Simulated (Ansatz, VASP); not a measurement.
## Two plane-wave programs on GaN

Contents of INCAR:

```
PREC = Accurate ; ENCUT = 520
EDIFF = 1E-6 ; ISMEAR = -1
SIGMA = 0.08 ; LREAL = F
LASPH = T ; NELM = 100
ALGO = Normal ; ISIF = 2
LWAVE = F ; LCHARG = F
GGA = PE ; NBANDS = 16
```

File KPOINTS:

```
regular mesh
0
Gamma
  14 14 14
```

File POSCAR:

```
GaN
1.0
    2.5465636585      0.0000000000      0.0000000000
    0.0000000000      2.5465636585      0.0000000000
    0.0000000000      0.0000000000      2.5465636585
Ga N
1 1
Direct
    0.0000000000      0.0000000000      0.0000000000
    0.5000000000      0.5000000000      0.5000000000
```

Input for Ansatz:

```yaml
crystal:
  lattice:
    - [2.5465636585, 0.0, 0.0]
    - [0.0, 2.5465636585, 0.0]
    - [0.0, 0.0, 2.5465636585]
  atoms:
    - { symbol: Ga, position: [0.0, 0.0, 0.0] }
    - { symbol: "N", position: [0.5, 0.5, 0.5] }
kpoints:
  mp_grid: { grid: [14, 14, 14] }
scf:
  occupations: { method: fermi_dirac, width: 0.08 }
hamiltonian:
  xc: pbe
  pseudopotentials: { kind: paw }
output:
  forces: true
  stress: true
  eigenvalues: true
  populations: true
```

Change from the starting cell: volume scaled by 0.8, PAW files.

Alike in both runs: task single point; functional PBE; k mesh 14 × 14 × 14; occupations fermi-dirac, width 0.08 eV; no spin polarisation.

|  | VASP | Ansatz |
| --- | --- | --- |
| version | VASP 6.6.1 | Ansatz 0.2.0 |
| potentials or method | VASP PAW PBE potentials, release 64 (Ga_d, N) | PAW with Ansatz's default frozen-core files, scalar-relativistic |
| plane-wave cutoff (eV) | 520 | 420 |
| valence electrons in the cell | 18 | 18 |

Ansatz gave:

* pressure (GPa): 54.9

**Question.** Estimate VASP's values.

**Answer.** Pressure (GPa): 56.2.

Both programs put the cell under a high pressure, so it lies far from rest at this level.
